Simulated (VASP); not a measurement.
# C (Fd-3m) in VASP: a series of runs

The runs below take C through single point, relaxation of cell and atoms, with LDA.

All numbers are computed with VASP 6.6.1; they aren't measurements. Logs are shortened: lines on timing, memory, paths and dates and some standing lists are left out, and cuts for length are marked.

### Step 1. The cell of the first run

The structure is cubic, space group Fd-3m (No. 227). Conventional cell: a = 3.532 Å, b = 3.532 Å, c = 3.532 Å, α = 90.00°, β = 90.00°, γ = 90.00°. C (site symmetry -43m) has 4 C at 1.53 Å within 2.0 Å.

### Step 2. Single point, LDA

Contents of INCAR:

```
PREC = Accurate
ENCUT = 520
EDIFF = 1E-6
ISMEAR = 0
SIGMA = 0.01
LREAL = False
LASPH = True
NELM = 60
ALGO = Normal
ISIF = 2
LWAVE = False
LCHARG = False
GGA = CA
NBANDS = 26
```

Contents of KPOINTS:

```
regular mesh
0
Gamma
  6 6 6
```

Contents of POSCAR:

```
C
1.0
    3.5319229163      0.0000000000      0.0000000000
    0.0000000000      3.5319229163      0.0000000000
    0.0000000000      0.0000000000      3.5319229163
C
8
Direct
    0.0000000000      0.0000000000      0.0000000000
    0.0000000000      0.5000000000      0.5000000000
    0.5000000000      0.0000000000      0.5000000000
    0.5000000000      0.5000000000      0.0000000000
    0.2500000000      0.2500000000      0.2500000000
    0.2500000000      0.7500000000      0.7500000000
    0.7500000000      0.2500000000      0.7500000000
    0.7500000000      0.7500000000      0.2500000000
```

Potentials or basis: VASP PAW LDA potentials, release 64 (C).

On the command line:

```console
$ cat potpaw_LDA.64/C/POTCAR > POTCAR
$ mpirun -np 1 vasp_std > vasp.out
```

OUTCAR:

```text
PREC = Accurate
   ENCUT = 520
   EDIFF = 1E-6
   ISMEAR = 0
   LREAL = False
   LASPH = True
   NELM = 60
   ISIF = 2
   GGA = CA

 ion  position               nearest neighbor table
   1  0.000  0.000  0.000-   5 1.53   6 1.53   7 1.53   8 1.53
   2  0.000  0.500  0.500-   5 1.53   6 1.53   7 1.53   8 1.53
   3  0.500  0.000  0.500-   5 1.53   6 1.53   7 1.53   8 1.53
   4  0.500  0.500  0.000-   5 1.53   6 1.53   7 1.53   8 1.53
   5  0.250  0.250  0.250-   1 1.53   2 1.53   3 1.53   4 1.53
   6  0.250  0.750  0.750-   1 1.53   2 1.53   3 1.53   4 1.53
   7  0.750  0.250  0.750-   1 1.53   2 1.53   3 1.53   4 1.53
   8  0.750  0.750  0.250-   1 1.53   2 1.53   3 1.53   4 1.53

  LATTYP: Found a simple cubic cell.
 ALAT       =     3.5319229163

  Lattice vectors:

 A1 = (   3.5319229163,   0.0000000000,   0.0000000000)
 A2 = (   0.0000000000,   3.5319229163,   0.0000000000)
 A3 = (   0.0000000000,   0.0000000000,   3.5319229163)

Analysis of symmetry for initial positions (statically):
=====================================================================
 Subroutine PRICEL returns following result:

  LATTYP: Found a face centered cubic cell.
 ALAT       =     3.5319229163

  Lattice vectors:

 A1 = (   1.7659614582,  -1.7659614582,   0.0000000000)
 A2 = (   1.7659614582,   0.0000000000,   1.7659614582)
 A3 = (   0.0000000000,  -1.7659614582,   1.7659614582)

   4 primitive cells build up your supercell.

 Routine SETGRP: Setting up the symmetry group for a
 simple cubic supercell.

 Subroutine GETGRP returns: Found 48 space group operations
 (whereof 24 operations were pure point group operations)
 out of a pool of 48 trial point group operations.

The static configuration has the point symmetry T_d .
 The point group associated with its full space group is O_h .

Analysis of symmetry for dynamics (positions and initial velocities):
=====================================================================
 Subroutine PRICEL returns following result:

  LATTYP: Found a face centered cubic cell.
 ALAT       =     3.5319229163

  Lattice vectors:

 A1 = (   1.7659614582,  -1.7659614582,   0.0000000000)
 A2 = (   1.7659614582,   0.0000000000,   1.7659614582)
[... 106 lines left out ...]
   NELM   =     60;   NELMIN=  2; NELMDL= -5     # of ELM steps
   EDIFF  = 0.1E-05   stopping-criterion for ELM
   LREAL  =      F    real-space projection
   EDIFFG = 0.1E-04   stopping-criterion for IOM
   NSW    =      0    number of steps for IOM
   IBRION =     -1    ionic relax: 0-MD 1-quasi-New 2-CG
   NFREE  =      0    steps in history (QN), initial steepest desc. (CG)
   ISIF   =      2    stress and relaxation
   ISYM   =      2    0-nonsym 1-usesym 2-fastsym
   POTIM  = 0.5000    time-step for ionic-motion
   TEBEG  =    0.0;   TEEND  =   0.0 temperature during run
   PSTRESS=    0.0 pullay stress
   NELECT =      32.0000    total number of electrons
   NUPDOWN=      -1.0000    fix difference up-down
   EMIN   =  10.00;   EMAX   =-10.00  energy-range for DOS
   EFERMI =   0.00;   METHOD = LEGACY
   ISMEAR =     0;   SIGMA  =   0.01  broadening in eV -4-tet -1-fermi 0-gaus
   EFERMI_NEDOS =   21; number of points for ismear=-14 and -15
   IALGO  =     38    algorithm
   IMIX   =      4    mixing-type and parameters
     AMIX     =   0.40;   BMIX     =  1.00
     AMIX_MAG =   1.60;   BMIX_MAG =  1.00
  volume/ion in A,a.u.               =       5.51        37.17
  Fermi-wavevector in a.u.,A,eV,Ry     =   1.471568  2.780860 29.463576  2.165512
  Thomas-Fermi vector in A             =   2.586688
   LORBIT       =      0    0 simple, 1 ext, 2 COOP (PROOUT), +10 PAW based schemes
   GGA     = CA    functional components
   LHFCALC =     F    Hartree Fock is set to
   AEXX    =    0.0000 exact exchange contribution
   IVDW    =     0    specifies the selected vdW correction
   LEPSILON=     F    determine dielectric tensor
   LRPA    =     F    only Hartree local field effects (RPA)
 non-spin polarized calculation
 Gauss-broadening in eV      SIGMA  =   0.01
  energy-cutoff  :      520.00
  volume of cell :       44.06
 maximum number of plane-waves:      1213
 NGX is ok and might be reduce to    28
   NGX = 13   NGY = 13   NGZ = 13

 number of electron      32.0000004 magnetization

 Free energy of the ion-electron system (eV)
  ---------------------------------------------------
  ext. energy  EPLUGINS =         0.00000000
  ---------------------------------------------------
  free energy    TOTEN  =       -80.98076644 eV

  energy without entropy =      -80.98076644  energy(sigma->0) =      -80.98076644

 E-fermi :  10.2776     XC(G=0): -13.6425

 val. band max:       10.1591496626   @ k =   0.0000   0.0000   0.0000
 cond. band min:      14.3555938147   @ k =   0.3333   0.0000   0.0000
 fundamental gap:      4.1964441521
 Fermi energy:        10.2775701413

 k-point     1 :       0.0000    0.0000    0.0000
  band No.  band energies     occupation
      1     -11.5557      2.00000
      2      -2.6585      2.00000
      3      -2.6585      2.00000
      4      -2.6585      2.00000
      5      -2.6585      2.00000
      6      -2.6585      2.00000
[... 569 lines left out ...]
     25      19.5775      0.00000
     26      19.5775      0.00000

------------------------ aborting loop because EDIFF is reached ----------------------------------------

  FORCE on cell =-STRESS in cart. coord.  units (eV):
  Direction    XX          YY          ZZ          XY          YZ          ZX
  --------------------------------------------------------------------------------------
  -------------------------------------------------------------------------------------
  Total        0.4264241      0.4264241      0.4264241     -0.0000000     -0.0000000     -0.0000000
  in kB       15.5066728     15.5066728     15.5066728     -0.0000000     -0.0000000     -0.0000000
  external PRESSURE =      15.5066728 kB  Pullay stress =       0.0000000 kB

 VOLUME and BASIS-vectors are now :
 -----------------------------------------------------------------------------
  energy-cutoff  :      520.00
  volume of cell :       44.06
      direct lattice vectors                 reciprocal lattice vectors
     3.531922916  0.000000000  0.000000000     0.283131887  0.000000000  0.000000000
     0.000000000  3.531922916  0.000000000     0.000000000  0.283131887  0.000000000
     0.000000000  0.000000000  3.531922916     0.000000000  0.000000000  0.283131887

 POSITION                                       TOTAL-FORCE (eV/Angst)
 -----------------------------------------------------------------------------------
      0.00000      0.00000      0.00000        -0.000000     -0.000000     -0.000000
      0.00000      1.76596      1.76596        -0.000000     -0.000000      0.000000
      1.76596      0.00000      1.76596         0.000000     -0.000000     -0.000000
      1.76596      1.76596      0.00000        -0.000000     -0.000000     -0.000000
      0.88298      0.88298      0.88298        -0.000000      0.000000      0.000000
      0.88298      2.64894      2.64894         0.000000      0.000000     -0.000000
      2.64894      0.88298      2.64894         0.000000      0.000000      0.000000
      2.64894      2.64894      0.88298         0.000000     -0.000000     -0.000000
 -----------------------------------------------------------------------------------
    total drift:                                0.000000      0.000000      0.000000

  FREE ENERGIE OF THE ION-ELECTRON SYSTEM (eV)
  ---------------------------------------------------
  free  energy   TOTEN  =       -80.9807664392 eV

  energy  without entropy=      -80.9807664392  energy(sigma->0) =      -80.98076644
```

OSZICAR:

```text
N       E                     dE             d eps       ncg     rms          rms(c)
DAV:   1     0.579828736701E+02    0.57983E+02   -0.17056E+04  1040   0.122E+03
DAV:   2    -0.790771572707E+02   -0.13706E+03   -0.12907E+03  1380   0.234E+02
DAV:   3    -0.844003999557E+02   -0.53232E+01   -0.52741E+01  1332   0.399E+01
DAV:   4    -0.844529416522E+02   -0.52542E-01   -0.52429E-01  1328   0.439E+00
DAV:   5    -0.844538539597E+02   -0.91231E-03   -0.91178E-03  1318   0.523E-01    0.118E+01
DAV:   6    -0.818772832021E+02    0.25766E+01   -0.17337E+00  1178   0.692E+00    0.687E+00
DAV:   7    -0.809816388467E+02    0.89564E+00   -0.19580E+00  1220   0.751E+00    0.152E+00
DAV:   8    -0.809808172842E+02    0.82156E-03   -0.41312E-02  1264   0.114E+00    0.669E-02
DAV:   9    -0.809807577104E+02    0.59574E-04   -0.42444E-04  1282   0.126E-01    0.326E-02
DAV:  10    -0.809807665135E+02   -0.88031E-05   -0.13318E-05  1266   0.210E-02    0.314E-03
DAV:  11    -0.809807664392E+02    0.74337E-07   -0.34779E-07   860   0.366E-03
   1 F= -.80980766E+02 E0= -.80980766E+02  d E =-.979936E-65
```

Wall time 7.7 s (1 thread of Intel Xeon 6975P-C (Granite Rapids), shared host); peak memory 0.13 GiB.

What came out:

- Free energy: -80.9808 eV
- Pressure: 1.6 GPa
- Band gap on the k mesh: 4.20 eV

Levels at points of the mesh, in eV from the valence-band top:
| k point | band 12 | band 13 | band 14 | band 15 | band 16 | band 17 | band 18 | band 19 | band 20 | band 21 |
| --- | --- | --- | --- | --- | --- | --- | --- | --- | --- | --- |
| (0.00, 0.00, 0.00) | -6.47 | -6.47 | 0.00 | 0.00 | 0.00 | 4.77 | 4.77 | 4.77 | 4.77 | 4.77 |
| (0.50, 0.00, 0.00) | -4.43 | -4.24 | -4.24 | -4.24 | -4.24 | 4.49 | 4.49 | 10.37 | 10.37 | 10.58 |
| (0.50, 0.50, 0.00) | -7.80 | -3.09 | -3.09 | -3.09 | -3.09 | 8.02 | 8.02 | 8.02 | 8.02 | 10.13 |
| (0.50, 0.50, 0.50) | -2.86 | -2.86 | -2.86 | -2.86 | -2.86 | 8.51 | 8.51 | 8.51 | 8.51 | 8.51 |

A k mesh can miss the band edges. A hybrid or GW would open this gap; LDA tends to underestimate it.

### Step 3. Relaxation of cell and atoms, LDA

This run uses another cell than the first one, of 5.68 Å³/atom, 1.031 times its volume.

Contents of INCAR:

```
PREC = Accurate ; ENCUT = 600
EDIFF = 1E-6 ; ISMEAR = 0
SIGMA = 0.01 ; LREAL = False
LASPH = True ; NELM = 80
ALGO = Normal ; ISIF = 3
LWAVE = False ; LCHARG = False
IBRION = 2 ; NSW = 80
EDIFFG = -0.002
```

KPOINTS is that of step 2.

Changes to POSCAR since step 2:

```diff
@@ -2,5 +2,5 @@
 1.0
-    3.5319229163      0.0000000000      0.0000000000
-    0.0000000000      3.5319229163      0.0000000000
-    0.0000000000      0.0000000000      3.5319229163
+    3.5680000000      0.0000000000      0.0000000000
+    0.0000000000      3.5680000000      0.0000000000
+    0.0000000000      0.0000000000      3.5680000000
 C
```

Potentials or basis: VASP PAW LDA potentials, release 64 (C).

On the command line:

```console
$ cat potpaw_LDA.64/C/POTCAR > POTCAR
$ mpirun -np 1 vasp_std > vasp.out
```

Wall time 32 s (1 thread of Intel Xeon 6975P-C (Granite Rapids), shared host); peak memory 0.14 GiB.

The run converged. Its results:

```
Free energy                            : -81.0156 eV
Relaxed volume                         : 5.52 Å³/atom
Relaxed cell                           : a = 3.534 Å, b = 3.534 Å, c = 3.534 Å, α = 90.00°, β = 90.00°, γ = 90.00°
Space group after relaxing (to 0.05 Å) : Fd-3m (No. 227)
Energy gained by relaxing              : 6.6 meV/atom
Ionic steps                            : 6
Pressure after relaxing                : 0.0 GPa
Band gap on the k mesh                 : 4.19 eV
```

The path:
```tsv
step	energy change (eV)	largest force (eV/Å)	pressure (GPa)	volume (Å³)
1	0.0000	0.0000	-12.81	45.42
2	0.0385	0.0000	18.65	42.50
3	-0.0532	0.0000	-0.12	44.13
4	-0.0532	0.0000	0.15	44.11
5	-0.0532	0.0000	-0.16	44.14
6	-0.0532	0.0000	0.00	44.12
```

Final structure:
```yaml
crystal:
  lattice:
    - [3.53363, 0.00000, 0.00000]
    - [0.00000, 3.53363, 0.00000]
    - [0.00000, 0.00000, 3.53363]
  atoms:
    - { symbol: C, position: [0.00000, 0.00000, 0.00000] }
    - { symbol: C, position: [0.00000, 0.50000, 0.50000] }
    - { symbol: C, position: [0.50000, 0.00000, 0.50000] }
    - { symbol: C, position: [0.50000, 0.50000, 0.00000] }
    - { symbol: C, position: [0.25000, 0.25000, 0.25000] }
    - { symbol: C, position: [0.25000, 0.75000, 0.75000] }
    - { symbol: C, position: [0.75000, 0.25000, 0.75000] }
    - { symbol: C, position: [0.75000, 0.75000, 0.25000] }
```

Levels at points of the mesh, in eV from the valence-band top:
```csv
k point,band 14,band 15,band 16,band 17,band 18,band 19
"(0.00, 0.00, 0.00)",0.00,0.00,0.00,4.77,4.77,4.77
"(0.50, 0.00, 0.00)",-4.23,-4.23,-4.23,4.49,4.49,10.37
"(0.50, 0.50, 0.00)",-3.08,-3.08,-3.08,8.02,8.02,8.02
"(0.50, 0.50, 0.50)",-2.86,-2.86,-2.86,8.50,8.50,8.50
```

### Step 4. Single point, LDA

Contents of INCAR:

```
PREC = Accurate
ENCUT = 910
EDIFF = 1E-6
ISMEAR = 0
SIGMA = 0.01
LREAL = False
LASPH = True
NELM = 120
ALGO = Normal
ISIF = 2
LWAVE = False
LCHARG = False
GGA = CA
NBANDS = 26
GGA_COMPAT = False
```

KPOINTS is that of step 3.

Changes to POSCAR since step 3:

```diff
@@ -2,5 +2,5 @@
 1.0
-    3.5680000000      0.0000000000      0.0000000000
-    0.0000000000      3.5680000000      0.0000000000
-    0.0000000000      0.0000000000      3.5680000000
+    3.5319229163      0.0000000000      0.0000000000
+    0.0000000000      3.5319229163      0.0000000000
+    0.0000000000      0.0000000000      3.5319229163
 C
```

Potentials or basis: VASP PAW LDA potentials, release 64 (C_h).

On the command line:

```console
$ cat potpaw_LDA.64/C_h/POTCAR > POTCAR
$ mpirun -np 1 vasp_std > vasp.out
```

OUTCAR:

```text
PREC = Accurate
   ENCUT = 910
   EDIFF = 1E-6
   ISMEAR = 0
   LREAL = False
   LASPH = True
   NELM = 120
   ISIF = 2
   GGA = CA

 ion  position               nearest neighbor table
   1  0.000  0.000  0.000-
   2  0.000  0.500  0.500-
   3  0.500  0.000  0.500-
   4  0.500  0.500  0.000-
   5  0.250  0.250  0.250-
   6  0.250  0.750  0.750-
   7  0.750  0.250  0.750-
   8  0.750  0.750  0.250-

  LATTYP: Found a simple cubic cell.
 ALAT       =     3.5319229163

  Lattice vectors:

 A1 = (   3.5319229163,   0.0000000000,   0.0000000000)
 A2 = (   0.0000000000,   3.5319229163,   0.0000000000)
 A3 = (   0.0000000000,   0.0000000000,   3.5319229163)

[... 188 lines left out ...]
  free energy    TOTEN  =       -81.06693624 eV

  energy without entropy =      -81.06693624  energy(sigma->0) =      -81.06693624

 E-fermi :  11.4383     XC(G=0): -13.7965

 val. band max:       11.3360397396   @ k =   0.0000   0.0000   0.0000
 cond. band min:      15.5346172523   @ k =   0.3333   0.0000   0.0000
 fundamental gap:      4.1985775127
 Fermi energy:        11.4383117650

 k-point     1 :       0.0000    0.0000    0.0000
  band No.  band energies     occupation
      1     -10.3800      2.00000
      2      -1.4846      2.00000
      3      -1.4846      2.00000
      4      -1.4846      2.00000
      5      -1.4846      2.00000
      6      -1.4846      2.00000
[... 569 lines left out ...]
     25      20.7528      0.00000
     26      20.7528      0.00000

------------------------ aborting loop because EDIFF is reached ----------------------------------------

  FORCE on cell =-STRESS in cart. coord.  units (eV):
  Direction    XX          YY          ZZ          XY          YZ          ZX
  --------------------------------------------------------------------------------------
  -------------------------------------------------------------------------------------
  Total        0.1588179      0.1588179      0.1588179     -0.0000000     -0.0000000     -0.0000000
  in kB        5.7753255      5.7753255      5.7753255     -0.0000000     -0.0000000     -0.0000000
  external PRESSURE =       5.7753255 kB  Pullay stress =       0.0000000 kB

 VOLUME and BASIS-vectors are now :
 -----------------------------------------------------------------------------
  energy-cutoff  :      910.00
  volume of cell :       44.06
      direct lattice vectors                 reciprocal lattice vectors
     3.531922916  0.000000000  0.000000000     0.283131887  0.000000000  0.000000000
     0.000000000  3.531922916  0.000000000     0.000000000  0.283131887  0.000000000
     0.000000000  0.000000000  3.531922916     0.000000000  0.000000000  0.283131887

 POSITION                                       TOTAL-FORCE (eV/Angst)
 -----------------------------------------------------------------------------------
      0.00000      0.00000      0.00000        -0.000000      0.000000     -0.000000
      0.00000      1.76596      1.76596        -0.000000      0.000000     -0.000000
      1.76596      0.00000      1.76596        -0.000000      0.000000      0.000000
      1.76596      1.76596      0.00000        -0.000000      0.000000     -0.000000
      0.88298      0.88298      0.88298         0.000000     -0.000000     -0.000000
      0.88298      2.64894      2.64894         0.000000     -0.000000      0.000000
      2.64894      0.88298      2.64894        -0.000000     -0.000000      0.000000
      2.64894      2.64894      0.88298         0.000000      0.000000      0.000000
 -----------------------------------------------------------------------------------
    total drift:                                0.000000      0.000000      0.000000

  FREE ENERGIE OF THE ION-ELECTRON SYSTEM (eV)
  ---------------------------------------------------
  free  energy   TOTEN  =       -81.0669362360 eV

  energy  without entropy=      -81.0669362360  energy(sigma->0) =      -81.06693624
```

OSZICAR:

```text
N       E                     dE             d eps       ncg     rms          rms(c)
DAV:   1     0.118797500370E+03    0.11880E+03   -0.24655E+04  1040   0.191E+03
DAV:   2    -0.738520586783E+02   -0.19265E+03   -0.17711E+03  1442   0.292E+02
DAV:   3    -0.842380054057E+02   -0.10386E+02   -0.10282E+02  1324   0.633E+01
DAV:   4    -0.843834815823E+02   -0.14548E+00   -0.14507E+00  1386   0.731E+00
DAV:   5    -0.843865896209E+02   -0.31080E-02   -0.31065E-02  1298   0.100E+00    0.102E+01
DAV:   6    -0.819348125486E+02    0.24518E+01   -0.16231E+00  1250   0.676E+00    0.545E+00
DAV:   7    -0.810663824955E+02    0.86843E+00   -0.18411E+00  1248   0.727E+00    0.716E-01
DAV:   8    -0.810669388010E+02   -0.55631E-03   -0.45167E-02  1342   0.142E+00    0.685E-02
DAV:   9    -0.810669269840E+02    0.11817E-04   -0.68394E-04  1286   0.160E-01    0.276E-02
DAV:  10    -0.810669366208E+02   -0.96367E-05   -0.28647E-05  1322   0.306E-02    0.399E-03
DAV:  11    -0.810669362360E+02    0.38481E-06   -0.22136E-06  1086   0.931E-03
   1 F= -.81066936E+02 E0= -.81066936E+02  d E =-.294286E-49
```

stdout:

```text
POSCAR found type information on POSCAR C
 POSCAR found :  1 types and       8 ions
 scaLAPACK will be used
 LDA part: xc-table for (Slater(with rela. corr.)+CA(PZ))
 , standard interpolation
 POSCAR, INCAR and KPOINTS ok, starting setup
 FFT: planning ... GRIDC
 FFT: planning ... GRID_SOFT
 FFT: planning ... GRID
 WAVECAR not read
 entering main loop
```

It took 12 s on 1 thread of Intel Xeon 6975P-C (Granite Rapids), shared host; peak memory 0.17 GiB.

What came out:

```yaml
Free_energy: -81.0669 eV
Pressure: 0.6 GPa
Band_gap_on_the_k_mesh: 4.20 eV
```

Caveat: the cutoff is under 1.25 times the usual one of these potentials, so pressure, stress and relaxed cells hold a basis-set (Pulay) error. A k mesh can miss the band edges.

### Step 5. Summary

```csv
task,potentials or basis,cell,cutoff (eV),second run,gap on the mesh (eV),pressure (GPa)
single point,"VASP PAW LDA potentials, release 64 (C)","a = 3.532 Å, 8 atoms",520,-,4.20,1.6
relaxation of cell and atoms,"VASP PAW LDA potentials, release 64 (C)","relaxed from a = 3.568 Å, 8 atoms",600,-,4.19,0.0
single point,"VASP PAW LDA potentials, release 64 (C_h)","a = 3.532 Å, 8 atoms",910,hard_potentials,4.20,0.6
```

Alike in all rows: level LDA; no spin polarisation; k mesh 6 × 6 × 6; smearing gaussian 0.01 eV.

Caveats: the cutoff is under 1.25 times the usual one of these potentials, so pressure, stress and relaxed cells hold a basis-set (Pulay) error (some runs).

Total energies depend on the potentials used, so only differences within one code and one set of settings carry meaning.
